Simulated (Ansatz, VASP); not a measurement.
## SrCo3: VASP beside Ansatz

The input INCAR:

```
PREC = Accurate
ENCUT = 520
EDIFF = 1E-7
ISMEAR = 0
SIGMA = 0.05
LREAL = F
LASPH = T
NELM = 150
ALGO = Fast
ISIF = 2
LWAVE = F
LCHARG = T
ISPIN = 2
MAGMOM = 0 1.68 1.68 1.68
LORBIT = 11
LMAXMIX = 4
GGA = PE
LELF = T
LVHAR = T
NBANDS = 30
```

The input KPOINTS:

```
Automatic mesh
0
Gamma
  8 8 8
```

File POSCAR:

```
SrCo3
1.0
    4.0595548484      0.0000000000      0.0000000000
    0.0000000000      4.0595548484      0.0000000000
    0.0000000000      0.0000000000      4.0595548484
Sr Co
1 3
Direct
    0.0000000000      0.0000000000      0.0000000000
    0.0000000000      0.5000000000      0.5000000000
    0.5000000000      0.5000000000      0.0000000000
    0.5000000000      0.0000000000      0.5000000000
```

Input for Ansatz:

```yaml
crystal:
  lattice:
    - [4.0595548484, 0.0, 0.0]
    - [0.0, 4.0595548484, 0.0]
    - [0.0, 0.0, 4.0595548484]
  atoms:
    - { symbol: Sr, position: [0.0, 0.0, 0.0] }
    - { symbol: Co, position: [0.0, 0.5, 0.5], spin: 1.68 }
    - { symbol: Co, position: [0.5, 0.5, 0.0], spin: 1.68 }
    - { symbol: Co, position: [0.5, 0.0, 0.5], spin: 1.68 }
basis:
  ecutwfc: 420
  ecutrho_ratio: 4
kpoints:
  mp_grid: { grid: [8, 8, 8] }
hamiltonian:
  xc: pbe
scf:
  occupations: { method: gaussian, width: 0.05 }
output:
  forces: true
  stress: true
  eigenvalues: true
  populations: true
  write_density: true
  write_potential: true
  elf: true
  volumetric_format: npy
magnetization:
  spin_polarized: true
```

Alike in both runs: task single point; functional PBE; k mesh 8 × 8 × 8; occupations gaussian, width 0.05 eV; collinear spin.

|  | VASP | Ansatz |
| --- | --- | --- |
| version | VASP 6.6.1 | Ansatz 0.2.0 |
| potentials or method | VASP PAW PBE potentials, release 64 (Sr_sv, Co), cutoff 520 eV | scalar-relativistic, plane waves, PAW |
| valence electrons in the cell | 37 | 61 |

Ansatz gave:

* gap on the k mesh at the Fermi level (eV): none
* pressure (GPa): -2.8
* net moment per atom (μB): 1.04
* size of the moment on the site where the two differ most (μB): 1.53

Task: Estimate VASP's values.

Result: gap on the k mesh at the Fermi level (eV): none; pressure (GPa): -2.4; net moment per atom (μB): 1.04; size of the moment on the site where the two differ most (μB): 1.51.

Site moments also hang on the region over which each program counts them. A gap of «none» marks a metal or a gap that the smearing closes. VASP's potentials hold 37 valence electrons a cell and Ansatz's 61, so a difference there can come from the potentials and not from the codes.
